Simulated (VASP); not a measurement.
# HoSbTe3 (P4/mmm) in VASP: a series of runs

HoSbTe3 is run at these levels: PBE, revPBE; tasks: relaxation of cell and atoms, single point.

Program: VASP 6.6.1. These are calculated values, not measurements. Logs are shortened: lines on timing, memory, paths and dates and some standing lists are left out, and cuts for length are marked.

### 1 The cell of the first run

It takes space group P4/mmm (No. 123, tetragonal). Conventional cell: a = 4.399 Å, b = 4.399 Å, c = 7.950 Å, α = 90.00°, β = 90.00°, γ = 90.00°. Ho (site symmetry 4/mmm) has 12 Te at 3.11 to 3.92 Å and 2 Sb at 3.97 Å within 4.1 Å. Sb (site symmetry 4/mmm) has 8 Te at 3.49 Å and 2 Ho at 3.97 Å and 4 Sb at 4.40 Å within 4.6 Å. Within 3.2 Å of Te (site symmetry 4mm) lie 2 Te at 2.39 to 3.17 Å. Te (site symmetry 4/mmm) has 2 Te at 2.39 Å and 4 Ho at 3.11 Å within 3.2 Å.

The cell was generated, and may not be a known phase.

### 2 Relaxation of cell and atoms, PBE

Input file INCAR:

```
SYSTEM = HoSbTe3
PREC = Accurate ; ENCUT = 500
EDIFF = 1E-7 ; ISMEAR = 0
SIGMA = 0.1 ; LREAL = .FALSE.
LASPH = .TRUE. ; NELM = 200
ALGO = Normal ; ISIF = 3
LWAVE = .FALSE. ; LCHARG = .FALSE.
GGA = PE ; IBRION = 2
NSW = 90 ; EDIFFG = -0.04
GGA_COMPAT = .FALSE. ; NELMIN = 4
LMAXMIX = 6
```

Input file KPOINTS:

```
regular mesh
0
G
  4 4 2
  0 0 0
```

Input file POSCAR:

```
HoSbTe3
1.0
    4.3993351900      0.0000000000      0.0000000000
    0.0000000000      4.3993351900      0.0000000000
    0.0000000000      0.0000000000      7.9499230700
Ho Sb Te
1 1 3
Direct
    0.0000000000      0.0000000000      0.5000000000
    0.0000000000      0.0000000000      0.0000000000
    0.5000000000      0.5000000000      0.1994643400
    0.5000000000      0.5000000000      0.8005356600
    0.5000000000      0.5000000000      0.5000000000
```

Potentials or basis: VASP PAW PBE potentials, release 64 (Ho_3, Sb, Te), 4f in core.

Command:

```sh
cat potpaw_PBE.64/Ho_3/POTCAR potpaw_PBE.64/Sb/POTCAR potpaw_PBE.64/Te/POTCAR > POTCAR
mpirun -np 1 vasp_std > vasp.out
```

OUTCAR:

```text
SYSTEM = HoSbTe3
   PREC = Accurate
   ENCUT = 500
   EDIFF = 1E-7
   ISMEAR = 0
   LREAL = .FALSE.
   LASPH = .TRUE.
   NELM = 200
   ISIF = 3
   GGA = PE
   IBRION = 2
   NSW = 90
   EDIFFG = -0.04
   NELMIN = 4

 ion  position               nearest neighbor table
   1  0.000  0.000  0.500-   5 3.11   5 3.11   5 3.11   5 3.11
   2  0.000  0.000  0.000-   3 3.49   4 3.49   3 3.49   4 3.49   3 3.49   4 3.49   3 3.49   4 3.49

   3  0.500  0.500  0.199-   5 2.39   4 3.17   2 3.49   2 3.49   2 3.49   2 3.49
   4  0.500  0.500  0.801-   5 2.39   3 3.17   2 3.49   2 3.49   2 3.49   2 3.49
   5  0.500  0.500  0.500-   3 2.39   4 2.39   1 3.11   1 3.11   1 3.11   1 3.11

  LATTYP: Found a simple tetragonal cell.
 ALAT       =     4.3993351900
 C/A-ratio  =     1.8070737342

  Lattice vectors:

 A1 = (   4.3993351900,   0.0000000000,   0.0000000000)
 A2 = (   0.0000000000,   4.3993351900,   0.0000000000)
 A3 = (   0.0000000000,   0.0000000000,   7.9499230700)

Analysis of symmetry for initial positions (statically):
=====================================================================
 Subroutine PRICEL returns:
 Original cell was already a primitive cell.

 Routine SETGRP: Setting up the symmetry group for a
 simple tetragonal supercell.

 Subroutine GETGRP returns: Found 16 space group operations
 (whereof 16 operations were pure point group operations)
 out of a pool of 16 trial point group operations.

The static configuration has the point symmetry D_4h.

Analysis of symmetry for dynamics (positions and initial velocities):
=====================================================================
 Subroutine PRICEL returns:
 Original cell was already a primitive cell.

 Routine SETGRP: Setting up the symmetry group for a
 simple tetragonal supercell.

 Subroutine GETGRP returns: Found 16 space group operations
 (whereof 16 operations were pure point group operations)
 out of a pool of 16 trial point group operations.

The dynamic configuration has the point symmetry D_4h.

 Subroutine INISYM returns: Found 16 space group operations
 (whereof 16 operations are pure point group operations),
 and found     1 'primitive' translations

----------------------------------------------------------------------------------------

                                     Primitive cell

  volume of cell :     153.8640

  direct lattice vectors                    reciprocal lattice vectors
     4.399335190  0.000000000  0.000000000     0.227307072  0.000000000  0.000000000
     0.000000000  4.399335190  0.000000000     0.000000000  0.227307072  0.000000000
     0.000000000  0.000000000  7.949923070     0.000000000  0.000000000  0.125787381

  length of vectors
     4.399335190  4.399335190  7.949923070     0.227307072  0.227307072  0.125787381

  position of ions in fractional coordinates (direct lattice)
     0.000000000  0.000000000  0.500000000
     0.000000000  0.000000000  0.000000000
     0.500000000  0.500000000  0.199464340
     0.500000000  0.500000000  0.800535660
     0.500000000  0.500000000  0.500000000

  ion indices of the primitive-cell ions
   primitive index   ion index
                 1           1
                 2           2
                 3           3
                 4           4
                 5           5

----------------------------------------------------------------------------------------

 KPOINTS: regular mesh

Automatic generation of k-mesh.
 Grid dimensions read from file:
 generate k-points for:    4    4    2

 Generating k-lattice:

  Cartesian coordinates                     Fractional coordinates (reciprocal lattice)
     0.056826768  0.000000000  0.000000000     0.250000000  0.000000000  0.000000000
     0.000000000  0.056826768  0.000000000     0.000000000  0.250000000  0.000000000
     0.000000000  0.000000000  0.062893690     0.000000000  0.000000000  0.500000000

  Length of vectors
     0.056826768  0.056826768  0.062893690

  Shift w.r.t. Gamma in fractional coordinates (k-lattice)
     0.000000000  0.000000000  0.000000000

 Subroutine IBZKPT returns following result:
 ===========================================

 Found     12 irreducible k-points:

 Following reciprocal coordinates:
            Coordinates               Weight
  0.000000  0.000000  0.000000      1.000000
  0.250000  0.000000  0.000000      4.000000
  0.500000  0.000000  0.000000      2.000000
  0.250000  0.250000  0.000000      4.000000
  0.500000  0.250000  0.000000      4.000000
  0.500000  0.500000  0.000000      1.000000
  0.000000  0.000000  0.500000      1.000000
  0.250000  0.000000  0.500000      4.000000
  0.500000  0.000000  0.500000      2.000000
  0.250000  0.250000  0.500000      4.000000
  0.500000  0.250000  0.500000      4.000000
  0.500000  0.500000  0.500000      1.000000
   k-points           NKPTS =     12   k-points in BZ     NKDIM =     12   number of bands    NBANDS=     20
   number of dos      NEDOS =    301   number of ions     NIONS =      5
   total plane-waves  NPLWV =  61440
   dimension x,y,z NGX =    32 NGY =   32 NGZ =   60
   dimension x,y,z NGXF=    64 NGYF=   64 NGZF=  120
   ions per type =               1   1   3
   NGX,Y,Z   is equivalent  to a cutoff of  12.09, 12.09, 12.55 a.u.
   NGXF,Y,Z  is equivalent  to a cutoff of  24.18, 24.18, 25.09 a.u.
 SYSTEM =  HoSbTe3
   PREC   = accura    normal or accurate (medium, high low for compatibility)
   ISTART =      0    job   : 0-new  1-cont  2-samecut
   ICHARG =      2    charge: 1-file 2-atom 10-const
   ISPIN  =      1    spin polarized calculation?
   LNONCOLLINEAR =      F non collinear calculations
   LSORBIT =      F    spin-orbit coupling
   LASPH  =      T    aspherical Exc in radial PAW
   ENCUT  =  500.0 eV  36.75 Ry    6.06 a.u.   8.02  8.02 14.49*2*pi/ulx,y,z
   NELM   =    200;   NELMIN=  4; NELMDL= -5     # of ELM steps
   EDIFF  = 0.1E-06   stopping-criterion for ELM
   LREAL  =      F    real-space projection
   EDIFFG = -.4E-01   stopping-criterion for IOM
   NSW    =     90    number of steps for IOM
   IBRION =      2    ionic relax: 0-MD 1-quasi-New 2-CG
   NFREE  =      1    steps in history (QN), initial steepest desc. (CG)
   ISIF   =      3    stress and relaxation
   ISYM   =      2    0-nonsym 1-usesym 2-fastsym
   POTIM  = 0.5000    time-step for ionic-motion
   TEBEG  =    0.0;   TEEND  =   0.0 temperature during run
   PSTRESS=    0.0 pullay stress
   NELECT =      32.0000    total number of electrons
   NUPDOWN=      -1.0000    fix difference up-down
   EMIN   =  10.00;   EMAX   =-10.00  energy-range for DOS
   EFERMI =   0.00;   METHOD = LEGACY
   ISMEAR =     0;   SIGMA  =   0.10  broadening in eV -4-tet -1-fermi 0-gaus
   EFERMI_NEDOS =   21; number of points for ismear=-14 and -15
   IALGO  =     38    algorithm
   IMIX   =      4    mixing-type and parameters
     AMIX     =   0.40;   BMIX     =  1.00
     AMIX_MAG =   1.60;   BMIX_MAG =  1.00
  volume/ion in A,a.u.               =      30.77       207.67
  Fermi-wavevector in a.u.,A,eV,Ry     =   0.969942  1.832925 12.800194  0.940788
  Thomas-Fermi vector in A             =   2.100036
   LORBIT       =      0    0 simple, 1 ext, 2 COOP (PROOUT), +10 PAW based schemes
   GGA     = PE    functional components
   LHFCALC =     F    Hartree Fock is set to
   AEXX    =    0.0000 exact exchange contribution
   IVDW    =     0    specifies the selected vdW correction
   LEPSILON=     F    determine dielectric tensor
   LRPA    =     F    only Hartree local field effects (RPA)
 conjugate gradient relaxation of ions
 non-spin polarized calculation
 Gauss-broadening in eV      SIGMA  =   0.10
  energy-cutoff  :      500.00
  volume of cell :      153.86
 maximum number of plane-waves:      3968
   NGX = 17   NGY = 17   NGZ = 29

--------------------------------------- Ionic step        1  -------------------------------------------

 number of electron      31.9999998 magnetization

 Free energy of the ion-electron system (eV)
  ---------------------------------------------------
  ext. energy  EPLUGINS =         0.00000000
  ---------------------------------------------------
  free energy    TOTEN  =       -14.56979118 eV

  energy without entropy =      -14.54161835  energy(sigma->0) =      -14.55570477

------------------------ aborting loop because EDIFF is reached ----------------------------------------

  FORCE on cell =-STRESS in cart. coord.  units (eV):
  Direction    XX          YY          ZZ          XY          YZ          ZX
  --------------------------------------------------------------------------------------
  -------------------------------------------------------------------------------------
  Total       -2.1707178     -2.1707178     36.0144682      0.0000000     -0.0000000      0.0000000
  in kB      -22.6035635    -22.6035635    375.0166564      0.0000000     -0.0000000      0.0000000
  external PRESSURE =     109.9365098 kB  Pullay stress =       0.0000000 kB
[... 98 lines left out ...]
  FREE ENERGIE OF THE ION-ELECTRON SYSTEM (eV)
  ---------------------------------------------------
  free  energy   TOTEN  =       -18.1297295397 eV

  energy  without entropy=      -18.1032723359  energy(sigma->0) =      -18.11650094

 E-fermi :   5.6932     XC(G=0):  -9.0525

 val. band max:        5.6586465831   @ k =   0.2500   0.0000   0.0000
 cond. band min:       5.7235209070   @ k =   0.5000   0.0000   0.0000
 fundamental gap:      0.0648743238
 Fermi energy:         5.6932254247

 k-point     1 :       0.0000    0.0000    0.0000
  band No.  band energies     occupation
      1     -19.9940      2.00000
      2     -19.7898      2.00000
      3     -19.7898      2.00000
      4      -7.4811      2.00000
      5      -6.9131      2.00000
      6      -5.2498      2.00000
[... 12 lines left out ...]
     19       6.6220      0.00000
[... 237 lines left out ...]
      4      -6.4011      2.00000
      5      -5.7839      2.00000
      6      -4.2868      2.00000
[... 12 lines left out ...]
     19       6.0511      0.00000
     20       6.7121      0.00000

[... ionic steps 4 to 16 ...]

--------------------------------------- Ionic step       17  -------------------------------------------

 number of electron      31.9999998 magnetization

------------------------ aborting loop because EDIFF is reached ----------------------------------------

  FORCE on cell =-STRESS in cart. coord.  units (eV):
  Direction    XX          YY          ZZ          XY          YZ          ZX
  --------------------------------------------------------------------------------------
  -------------------------------------------------------------------------------------
  Total       -0.1041507     -0.1041507      0.8830062      0.0000000      0.0000000      0.0000000
  in kB       -0.9488331     -0.9488331      8.0443598      0.0000000      0.0000000      0.0000000
  external PRESSURE =       2.0488979 kB  Pullay stress =       0.0000000 kB
[... 63 lines left out ...]
  energy  without entropy=      -18.5656433898  energy(sigma->0) =      -18.57634283

--------------------------------------- Ionic step       19  -------------------------------------------

 number of electron      32.0000001 magnetization

 Free energy of the ion-electron system (eV)
  ---------------------------------------------------
  ext. energy  EPLUGINS =         0.00000000
  ---------------------------------------------------
  free energy    TOTEN  =       -18.58852583 eV

  energy without entropy =      -18.56625053  energy(sigma->0) =      -18.57738818

 E-fermi :   5.3490     XC(G=0):  -8.8715

 val. band max:        5.3105741845   @ k =   0.5000   0.2500   0.5000
 cond. band min:       5.4026897559   @ k =   0.2500   0.0000   0.5000
 fundamental gap:      0.0921155714
 Fermi energy:         5.3489574592

 k-point     1 :       0.0000    0.0000    0.0000
  band No.  band energies     occupation
      1     -20.5039      2.00000
      2     -20.2787      2.00000
      3     -20.2787      2.00000
      4      -7.7822      2.00000
      5      -7.1245      2.00000
      6      -5.4150      2.00000
[... 12 lines left out ...]
     19       6.2010      0.00000
[... 284 lines left out ...]
  FREE ENERGIE OF THE ION-ELECTRON SYSTEM (eV)
  ---------------------------------------------------
  free  energy   TOTEN  =       -18.5885258331 eV

  energy  without entropy=      -18.5662505326  energy(sigma->0) =      -18.57738818

 reached required accuracy - stopping structural energy minimisation
```

Run time: 14 min. Hardware: 1 thread of Intel Xeon Platinum 8375C at 2.90GHz (Ice Lake), shared host; peak memory 0.27 GiB.

Results:

- Free energy: -18.5885 eV
- Relaxed volume: 35.43 Å³/atom
- Relaxed cell: a = 4.191 Å, b = 4.191 Å, c = 10.084 Å, α = 90.00°, β = 90.00°, γ = 90.00°
- Space group after relaxing (to 0.1 Å): P4/mmm (No. 123)
- Energy gained by relaxing: 803.7 meV/atom
- Ionic steps: 19
- Pressure after relaxing: 0.0 GPa
- Largest force after relaxing: 0.037 eV/Å
- Band gap on the k mesh: zero (bands 16 and 17 overlap by 1.01 eV)

Forces on the atoms (eV/Å):
```
Ho   0.000  0.000  0.000
Sb   0.000  0.000  0.000
Te   0.000  0.000 -0.037
Te   0.000  0.000  0.037
Te   0.000  0.000  0.000
```

The path:
| step | energy change (eV) | largest force (eV/Å) | pressure (GPa) | volume (Å³) |
| --- | --- | --- | --- | --- |
| 1 | 0.0000 | 8.3884 | 10.99 | 153.86 |
| 2 | -3.7099 | 0.5370 | -3.70 | 198.74 |
| 3 | -3.5599 | 0.7413 | -2.54 | 179.01 |
| 4 | -3.7643 | 0.5363 | -3.61 | 193.10 |
| 5 | -3.7596 | 0.5696 | -3.46 | 188.21 |
| 6 | -3.7661 | 0.5509 | -3.52 | 189.65 |
| 7 | -3.9770 | 0.0919 | 1.40 | 170.12 |
| 8 | -4.0025 | 0.0871 | -0.05 | 174.51 |
| 9 | -4.0024 | 0.0986 | -0.13 | 174.81 |
| 10 | -4.0042 | 0.1104 | -0.09 | 174.50 |
| 11 | -4.0070 | 0.1222 | 0.07 | 173.57 |
| 12 | -4.0087 | 0.1060 | 0.13 | 173.62 |
| 13 | -4.0108 | 0.0059 | 0.35 | 173.79 |
| 14 | -4.0118 | 0.0153 | 0.33 | 174.09 |
| 15 | -4.0141 | 0.0571 | 0.26 | 175.00 |
| 16 | -4.0140 | 0.2046 | 0.15 | 176.82 |
| 17 | -4.0149 | 0.1196 | 0.20 | 175.87 |
| 18 | -4.0173 | 0.0600 | 0.12 | 176.31 |
| 19 | -4.0187 | 0.0367 | -0.04 | 177.14 |

Final structure:
```
CELL_PARAMETERS angstrom
4.19122 0.00000 0.00000
0.00000 4.19122 0.00000
0.00000 0.00000 10.08405
ATOMIC_POSITIONS crystal
Ho 0.00000 0.00000 0.50000
Sb 0.00000 0.00000 0.00000
Te 0.50000 0.50000 0.14512
Te 0.50000 0.50000 0.85488
Te 0.50000 0.50000 0.50000
```

Levels at points of the mesh, in eV from the Fermi level:
| k point | band 12 | band 13 | band 14 | band 15 | band 16 | band 17 | band 18 | band 19 | band 20 |
| --- | --- | --- | --- | --- | --- | --- | --- | --- | --- |
| (0.00, 0.00, 0.00) | -2.23 | -2.23 | -1.33 | -0.73 | -0.67 | -0.67 | 0.55 | 0.85 | 1.44 |
| (0.50, 0.00, 0.00) | -3.71 | -1.79 | -1.67 | -0.31 | -0.25 | -0.23 | 0.72 | 1.27 | 1.53 |
| (0.50, 0.50, 0.00) | -3.45 | -2.80 | -2.57 | -2.57 | -1.33 | 0.10 | 0.10 | 0.50 | 1.60 |
| (0.00, 0.00, 0.50) | -2.30 | -1.83 | -1.33 | -1.17 | -0.60 | -0.54 | -0.54 | 0.85 | 1.26 |
| (0.50, 0.00, 0.50) | -2.34 | -1.87 | -1.70 | -0.31 | -0.21 | -0.10 | 0.25 | 0.79 | 1.64 |
| (0.50, 0.50, 0.50) | -4.09 | -2.35 | -2.35 | -1.42 | -1.27 | -0.35 | -0.35 | 0.64 | 0.86 |

Caveat: the k points lie up to 0.37 Å⁻¹ apart in the final cell, too coarse for converged energies and pressures of a metal; the volume moved by over 15 % at a fixed basis, so the end points are rough; spin-orbit coupling is left out, which moves the levels of the heavy elements; this functional lacks dispersion, which binds layers or chains, so the pressure and a relaxed spacing across them are unreliable; the 4f electrons are frozen in the core, so they carry no moment and show no levels. Spin polarisation is off, so any magnetic state and its effect on volume and gap are missing.

### 3 Single point, PBE

This run uses another cell than the first one, of 33.79 Å³/atom.

Input file INCAR:

```
SYSTEM = HoSbTe3
  PREC = Accurate
  ENCUT = 500
  EDIFF = 1E-6
  ISMEAR = 0
  SIGMA = 0.1
  LREAL = .FALSE.
  LASPH = .TRUE.
  NELM = 200
  ALGO = Normal
  ISIF = 2
  LWAVE = .FALSE.
  LCHARG = .FALSE.
  GGA = PE
  NBANDS = 24
  GGA_COMPAT = .FALSE.
  LMAXMIX = 6
```

Input file KPOINTS:

```
Automatic mesh
0
G
  10 10 4
  0 0 0
```

Input file POSCAR:

```
HoSbTe3
1.0
    4.1501842547      0.0000000000      0.0000000000
    0.0000000000      4.1501842547      0.0000000000
    0.0000000000      0.0000000000      9.8086210553
Ho Sb Te
1 1 3
Direct
    0.0000000000      0.0000000000      0.5000000000
    0.0000000000      0.0000000000      0.0000000000
    0.5000000000      0.5000000000      0.1624985298
    0.5000000000      0.5000000000      0.8375014702
    0.5000000000      0.5000000000      0.5000000000
```

Potentials or basis: VASP PAW PBE potentials, release 64 (Ho_3, Sb, Te), 4f in core.

Command:

```sh
cat potpaw_PBE.64/Ho_3/POTCAR potpaw_PBE.64/Sb/POTCAR potpaw_PBE.64/Te/POTCAR > POTCAR
mpirun -np 1 vasp_std > vasp.out
```

It took 5.4 min on 1 thread of Intel Xeon Platinum 8375C at 2.90GHz (Ice Lake), shared host; peak memory 0.42 GiB.

It converged, with:

```yaml
Free_energy: -18.5591 eV
Pressure: 0.0 GPa
Largest_force: 0.010 eV/Å
Band_gap_on_the_k_mesh: zero (bands 16 and 17 overlap by 1.14 eV)
```

Forces on the atoms (eV/Å):
```
Ho   0.000  0.000  0.000
Sb   0.000  0.000  0.000
Te   0.000  0.000 -0.010
Te   0.000  0.000  0.010
Te   0.000  0.000  0.000
```

Stress tensor (GPa, compression positive):
```
 0.06  0.00  0.00
 0.00  0.06  0.00
 0.00  0.00 -0.08
```

Levels at points of the mesh, in eV from the Fermi level:
| k point | band 14 | band 15 | band 16 | band 17 | band 18 | band 19 |
| --- | --- | --- | --- | --- | --- | --- |
| (0.00, 0.00, 0.00) | -1.39 | -0.79 | -0.79 | -0.71 | 0.82 | 0.90 |
| (0.50, 0.00, 0.00) | -1.25 | -0.32 | -0.14 | 0.16 | 0.99 | 1.13 |
| (0.50, 0.50, 0.00) | -2.80 | -2.80 | -1.36 | 0.22 | 0.22 | 0.54 |
| (0.00, 0.00, 0.50) | -1.39 | -1.08 | -0.57 | -0.53 | -0.53 | 0.90 |
| (0.50, 0.00, 0.50) | -1.31 | -0.26 | -0.23 | -0.15 | 0.49 | 0.91 |
| (0.50, 0.50, 0.50) | -2.40 | -1.48 | -0.61 | -0.52 | -0.52 | 0.08 |

Caveat: spin-orbit coupling is left out, which moves the levels of the heavy elements; the 4f electrons are frozen in the core, so they carry no moment and show no levels. Spin polarisation is off, so any magnetic state and its effect on volume and gap are missing.

[end of part 1 of 2]

The gap in the log of VASP goes by the Fermi energy; the results here count the filled bands.